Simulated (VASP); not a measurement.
Here is a VASP 6.6.1 calculation.

INCAR

```
PREC = Accurate
ENCUT = 520
EDIFF = 1E-6
ISMEAR = 0
SIGMA = 0.05
LREAL = False
LASPH = True
NELM = 60
ALGO = Normal
ISIF = 2
LWAVE = False
LCHARG = False
GGA = PS
NBANDS = 41
```

The input KPOINTS:

```
regular mesh
0
Gamma
  6 6 6
```

The input POSCAR:

```
AlGa3N4
1.0
    4.2442465439      0.0000000000      0.0000000000
    0.0000000000      4.2442465439      0.0000000000
    0.0000000000      0.0000000000      4.6910093379
Al Ga N
1 3 4
Direct
    0.0000000000      0.0000000000      0.0000000000
    0.5000000000      0.5000000000      0.0000000000
    0.5000000000      0.0000000000      0.5000000000
    0.0000000000      0.5000000000      0.5000000000
    0.7550309200      0.7550309200      0.2449690800
    0.7550309200      0.2449690800      0.7550309200
    0.2449690800      0.7550309200      0.7550309200
    0.2449690800      0.2449690800      0.2449690800
```

Potentials or basis: VASP PAW PBE potentials, release 64 (Al, Ga_d, N).

Run with:

```bash
$ cat potpaw_PBE.64/Al/POTCAR potpaw_PBE.64/Ga_d/POTCAR potpaw_PBE.64/N/POTCAR > POTCAR
$ mpirun -np 1 vasp_std > vasp.out
```

Q: Predict the band gap on the k mesh.

A: 2.46 eV.

Q: Predict the pressure.

A: 10.5 GPa.

Q: What does it give for the largest force?

A: 0.105 eV/Å.

Stress tensor (GPa, compression positive):
```
15.80  0.00  0.00
 0.00 15.80  0.00
 0.00  0.00  0.00
```

Caveat: the cell differs from its parent crystal (strain -0.050 along x and y, +0.050 along z); the stress differs along the axes, from -0 to 16 GPa; the PAW data sets were made with another functional, which shifts forces and pressure a little.
